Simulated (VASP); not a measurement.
# Au in VASP: notebook, part 2 of 2

VASP 6.6.1. The steps go on from the part before.

## Step 4: Relaxation of the atoms, PBEsol

Input file INCAR:

```
SYSTEM = Au
ALGO = Normal ; DIPOL = 0.5 0.5 0.500
EDIFF = 1E-7 ; EDIFFG = -0.01
ENCUT = 450 ; GGA = PS
GGA_COMPAT = .FALSE. ; IBRION = 2
IDIPOL = 3 ; ISIF = 2
ISMEAR = -1 ; LASPH = .TRUE.
LCHARG = .FALSE. ; LDIPOL = .TRUE.
LREAL = .FALSE. ; LWAVE = .FALSE.
NELM = 120 ; NELMDL = -8
NELMIN = 4 ; NSW = 32
PREC = Accurate ; SIGMA = 0.05
```

Input file KPOINTS:

```
k-points
0
G
  14 14 1
  0 0 0
```

Input file POSCAR:

```
Au
1.0
    2.8875949632      0.0000000000      0.0000000000
   -1.4437974816      2.5007305940      0.0000000000
    0.0000000000      0.0000000000     18.3577000000
Au
2
Direct
    0.8333333333      0.1666666667      0.4343238262
    0.1666666667      0.8333333333      0.5656761738
```

Potentials or basis: VASP PAW PBE potentials, release 64 (Au).

Run with:

```bash
cat potpaw_PBE.64/Au/POTCAR > POTCAR
mpirun -np 1 vasp_std > vasp.out
```

OUTCAR:

```text
SYSTEM = Au
   EDIFF = 1E-7
   EDIFFG = -0.01
   ENCUT = 450
   GGA = PS
   IBRION = 2
   ISIF = 2
   ISMEAR = -1
   LASPH = .TRUE.
   LREAL = .FALSE.
   NELM = 120
   NELMDL = -8
   NELMIN = 4
   NSW = 32
   PREC = Accurate

 ion  position               nearest neighbor table
   1  0.833  0.167  0.434-   2 2.93   2 2.93   2 2.93
   2  0.167  0.833  0.566-   1 2.93   1 2.93   1 2.93

  LATTYP: Found a hexagonal cell.
 ALAT       =     2.8875949632
 C/A-ratio  =     6.3574359403

  Lattice vectors:

 A1 = (   2.8875949632,   0.0000000000,   0.0000000000)
 A2 = (  -1.4437974816,   2.5007305940,   0.0000000000)
 A3 = (   0.0000000000,   0.0000000000,  18.3577000000)

Analysis of symmetry for initial positions (statically):
=====================================================================
 Subroutine PRICEL returns:
 Original cell was already a primitive cell.

 Routine SETGRP: Setting up the symmetry group for a
 hexagonal supercell.

 Subroutine GETGRP returns: Found 12 space group operations
 (whereof  4 operations were pure point group operations)
 out of a pool of 24 trial point group operations.

The static configuration has the point symmetry C_2h.
 The point group associated with its full space group is D_3d.

Analysis of symmetry for dynamics (positions and initial velocities):
=====================================================================
 Subroutine PRICEL returns:
 Original cell was already a primitive cell.

 Routine SETGRP: Setting up the symmetry group for a
 hexagonal supercell.

 Subroutine GETGRP returns: Found 12 space group operations
 (whereof  4 operations were pure point group operations)
 out of a pool of 24 trial point group operations.

The dynamic configuration has the point symmetry C_2h.
 The point group associated with its full space group is D_3d.

 Subroutine INISYM returns: Found 12 space group operations
 (whereof  4 operations are pure point group operations),
 and found     1 'primitive' translations

----------------------------------------------------------------------------------------

                                     Primitive cell

  volume of cell :     132.5627

  direct lattice vectors                    reciprocal lattice vectors
     2.887594963  0.000000000  0.000000000     0.346308957  0.199941570  0.000000000
    -1.443797482  2.500730594  0.000000000     0.000000000  0.399883139  0.000000000
     0.000000000  0.000000000 18.357700000     0.000000000  0.000000000  0.054473055

  length of vectors
     2.887594963  2.887594963 18.357700000     0.399883139  0.399883139  0.054473055

  position of ions in fractional coordinates (direct lattice)
     0.833333333  0.166666667  0.434323826
     0.166666667  0.833333333  0.565676174

  ion indices of the primitive-cell ions
   primitive index   ion index
                 1           1
                 2           2

----------------------------------------------------------------------------------------

 KPOINTS: k-points

Automatic generation of k-mesh.
[... 51 lines left out ...]
   dimension x,y,z NGXF=    40 NGYF=   40 NGZF=  256
   ions per type =               2
   NGX,Y,Z   is equivalent  to a cutoff of  11.51, 11.51, 11.59 a.u.
   NGXF,Y,Z  is equivalent  to a cutoff of  23.03, 23.03, 23.18 a.u.
 SYSTEM =  Au
   PREC   = accura    normal or accurate (medium, high low for compatibility)
   ISTART =      0    job   : 0-new  1-cont  2-samecut
   ICHARG =      2    charge: 1-file 2-atom 10-const
   ISPIN  =      1    spin polarized calculation?
   LNONCOLLINEAR =      F non collinear calculations
   LSORBIT =      F    spin-orbit coupling
   LASPH  =      T    aspherical Exc in radial PAW
   ENCUT  =  450.0 eV  33.07 Ry    5.75 a.u.   4.99  4.99 31.75*2*pi/ulx,y,z
   NELM   =    120;   NELMIN=  4; NELMDL= -8     # of ELM steps
   EDIFF  = 0.1E-06   stopping-criterion for ELM
   LREAL  =      F    real-space projection
   EDIFFG = -.1E-01   stopping-criterion for IOM
   NSW    =     32    number of steps for IOM
   IBRION =      2    ionic relax: 0-MD 1-quasi-New 2-CG
   NFREE  =      1    steps in history (QN), initial steepest desc. (CG)
   ISIF   =      2    stress and relaxation
   ISYM   =      2    0-nonsym 1-usesym 2-fastsym
   POTIM  = 0.5000    time-step for ionic-motion
   TEBEG  =    0.0;   TEEND  =   0.0 temperature during run
   PSTRESS=    0.0 pullay stress
   NELECT =      22.0000    total number of electrons
   NUPDOWN=      -1.0000    fix difference up-down
   EMIN   =  10.00;   EMAX   =-10.00  energy-range for DOS
   EFERMI =   0.00;   METHOD = LEGACY
   ISMEAR =    -1;   SIGMA  =   0.05  broadening in eV -4-tet -1-fermi 0-gaus
   EFERMI_NEDOS =   21; number of points for ismear=-14 and -15
   IALGO  =     38    algorithm
   IMIX   =      4    mixing-type and parameters
     AMIX     =   0.40;   BMIX     =  1.00
     AMIX_MAG =   1.60;   BMIX_MAG =  1.00
  volume/ion in A,a.u.               =      66.28       447.29
  Fermi-wavevector in a.u.,A,eV,Ry     =   0.899653  1.700098 11.012233  0.809376
  Thomas-Fermi vector in A             =   2.022514
   LORBIT       =      0    0 simple, 1 ext, 2 COOP (PROOUT), +10 PAW based schemes
   GGA     = PS    functional components
   LHFCALC =     F    Hartree Fock is set to
   AEXX    =    0.0000 exact exchange contribution
   IVDW    =     0    specifies the selected vdW correction
   LEPSILON=     F    determine dielectric tensor
   LRPA    =     F    only Hartree local field effects (RPA)
 conjugate gradient relaxation of ions
 non-spin polarized calculation
  energy-cutoff  :      450.00
  volume of cell :      132.56
 maximum number of plane-waves:      2909
 NGX is ok and might be reduce to    20
   NGX =  9   NGY =  9   NGZ = 63

 dipolmoment           0.000000      0.000000      0.000000 electrons x Angstroem

 number of electron      21.9999997 magnetization

 dipolmoment           0.000000      0.000000     -0.000000 electrons x Angstroem

 Free energy of the ion-electron system (eV)
  ---------------------------------------------------
  ext. energy  EPLUGINS =         0.00000000
  ---------------------------------------------------
  free energy    TOTEN  =        -6.98189056 eV

  energy without entropy =       -6.97481215  energy(sigma->0) =       -6.97835135

 E-fermi :  -1.7554     XC(G=0):  -4.1861

 val. band max:       -2.2004352302   @ k =   0.2857   0.0000   0.0000
 cond. band min:      -1.7541579758   @ k =   0.2143   0.1429   0.0000
 fundamental gap:      0.4462772543
 Fermi energy:        -1.7554096953

 k-point     1 :       0.0000    0.0000    0.0000
  band No.  band energies     occupation
      1      -9.8503      2.00000
      2      -8.4320      2.00000
      3      -5.8653      2.00000
      4      -5.6618      2.00000
      5      -5.6618      2.00000
      6      -5.5428      2.00000
      7      -5.5428      2.00000
      8      -4.1942      2.00000
      9      -4.1942      2.00000
     10      -3.8468      2.00000
     11      -3.5427      2.00000
     12      -3.5427      2.00000
     13      -0.9541      0.00000
     14       3.4033      0.00000
[... 401 lines left out ...]
      2      -6.5163      2.00000
      3      -6.4580      2.00000
      4      -5.6780      2.00000
      5      -5.5371      2.00000
      6      -5.3062      2.00000
      7      -5.1991      2.00000
      8      -4.3224      2.00000
      9      -3.7852      2.00000
     10      -3.6665      2.00000
     11       1.4879      0.00000
     12       1.8239      0.00000
     13       3.4922      0.00000
     14       4.5164      0.00000
     15       4.8372      0.00000

------------------------ aborting loop because EDIFF is reached ----------------------------------------

 vacuum level on the upper side and lower side of the slab       (xc-potential included)        -0.008        -0.008

  FORCE on cell =-STRESS in cart. coord.  units (eV):
  Direction    XX          YY          ZZ          XY          YZ          ZX
  --------------------------------------------------------------------------------------
  -------------------------------------------------------------------------------------
  Total       -3.3847164     -3.3847164     -0.0137822     -0.0000000      0.0000000      0.0000000
  in kB      -40.9082989    -40.9082989     -0.1665746     -0.0000000      0.0000000      0.0000000
  external PRESSURE =     -27.3277241 kB  Pullay stress =       0.0000000 kB

 VOLUME and BASIS-vectors are now :
 -----------------------------------------------------------------------------
  energy-cutoff  :      450.00
  volume of cell :      132.56
      direct lattice vectors                 reciprocal lattice vectors
     2.887594963  0.000000000  0.000000000     0.346308957  0.199941570  0.000000000
    -1.443797482  2.500730594  0.000000000     0.000000000  0.399883139  0.000000000
     0.000000000  0.000000000 18.357700000     0.000000000  0.000000000  0.054473055

 POSITION                                       TOTAL-FORCE (eV/Angst)
 -----------------------------------------------------------------------------------
      2.16570      0.41679      7.97319         0.000000     -0.000000      0.004261
     -0.72190      2.08394     10.38451        -0.000000      0.000000     -0.004261
 -----------------------------------------------------------------------------------
    total drift:                                0.000000     -0.000000      0.000000

  FREE ENERGIE OF THE ION-ELECTRON SYSTEM (eV)
  ---------------------------------------------------
  free  energy   TOTEN  =        -6.9818905562 eV

  energy  without entropy=       -6.9748121467  energy(sigma->0) =       -6.97835135

 reached required accuracy - stopping structural energy minimisation

 vacuum level on the upper side and lower side of the slab         3.682         3.682
```

Run time: 88 s. Hardware: 1 thread of Intel Xeon 8259CL, shared host; peak memory 0.23 GiB.

Results:

- Free energy: -6.9819 eV
- Largest force after relaxing: 0.004 eV/Å
- Band gap on the k mesh: zero (bands 11 and 12 overlap by 5.03 eV)

Forces in eV/Å, atoms in the order of the input:
```
Au   0.000  0.000  0.004
Au   0.000  0.000 -0.004
```

Final structure:
```
Au
1.0
     2.88759    0.00000    0.00000
    -1.44380    2.50073    0.00000
     0.00000    0.00000   18.35770
Au
2
Cartesian
  2.1657 0.4168 7.9732
  -0.7219 2.0839 10.3845
```

Levels at points of the mesh, in eV from the Fermi level:
| k point | band 7 | band 8 | band 9 | band 10 | band 11 | band 12 | band 13 | band 14 | band 15 |
| --- | --- | --- | --- | --- | --- | --- | --- | --- | --- |
| (0.00, 0.00, 0.00) | -3.79 | -2.44 | -2.44 | -2.09 | -1.79 | -1.79 | 0.80 | 5.16 | 5.38 |
| (0.50, 0.00, 0.00) | -2.11 | -1.96 | -1.32 | -1.23 | 0.91 | 1.79 | 4.16 | 4.32 | 7.77 |

Caveat: the relaxation stopped at its first step, so nothing moved; the PAW data sets were made with another functional, which shifts forces and pressure a little; spin-orbit coupling is left out, which moves the levels of the heavy elements.

## Step 5: Overview

| task | cell | cutoff (eV) | gap on the mesh (eV) |
| --- | --- | --- | --- |
| single point | as given, atomic positions A | 400 | none |
| relaxation of the atoms | atoms relaxed, atomic positions B | 450 | none |
| relaxation of the atoms | atoms relaxed, atomic positions A | 450 | none |

Alike in all rows: level PBEsol; potentials or basis VASP PAW PBE potentials, release 64 (Au); no spin polarisation; k mesh 14 × 14 × 1; smearing fermi-dirac 0.05 eV.

Caveats: the PAW data sets were made with another functional, which shifts forces and pressure a little; spin-orbit coupling is left out, which moves the levels of the heavy elements; the relaxation stopped at its first step, so nothing moved (at least some runs).

Absolute energies hang on the potentials; compare differences alone.
